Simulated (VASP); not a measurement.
Write the native input for VASP 6.6.1 that does the following.

```
Task                   : single point
Functional             : PBE
Potentials or basis    : VASP PAW PBE potentials, release 64 (Ca_sv, Li_sv, F)
Cutoff                 : 750 eV
k mesh                 : 5 × 5 × 5
Occupations            : methfessel-paxton, width 0.02 eV
Spin                   : no spin polarisation
Dipole correction      : no
Further INCAR settings : ALGO = Normal; EDIFF = 1e-06; NBANDS = 25
```

The structure of LiCaF3 lies in POSCAR:

```
LiCaF3
1.0
    3.7352786665      0.0000000000      0.0000000000
    0.0000000000      3.7352786665      0.0000000000
    0.0000000000      0.0000000000      3.7352786665
Ca Li F
1 1 3
Direct
    0.0000000000      0.0000000000      0.0000000000
    0.5000000000      0.5000000000      0.5000000000
    0.5000000000      0.5000000000      0.0000000000
    0.0000000000      0.5000000000      0.5000000000
    0.5000000000      0.0000000000      0.5000000000
```

These files were run (other wordings do the same):

INCAR

```
ALGO = Normal ; EDIFF = 1E-6
ENCUT = 750 ; GGA = PE
GGA_COMPAT = False ; ISIF = 2
ISMEAR = 1 ; LASPH = True
LCHARG = True ; LELF = True
LREAL = False ; LVHAR = True
LWAVE = False ; NBANDS = 25
NELM = 120 ; PREC = Accurate
SIGMA = 0.02
```

KPOINTS

```
k-points
0
Gamma
  5 5 5
```

Potentials or basis: VASP PAW PBE potentials, release 64 (Ca_sv, Li_sv, F).

Command:

```bash
$ cat potpaw_PBE.64/Ca_sv/POTCAR potpaw_PBE.64/Li_sv/POTCAR potpaw_PBE.64/F/POTCAR > POTCAR
$ mpirun -np 1 vasp_std > vasp.out
```

Results of the run:

| Property | Result |
| --- | --- |
| Pressure | 1.5 GPa |
| Band gap on the k mesh | 6.62 eV, indirect (least direct gap 6.65 eV) |

Wall time 35 s on 1 thread of Intel Xeon 8259CL, with other jobs on the host, peak memory 0.21 GiB.
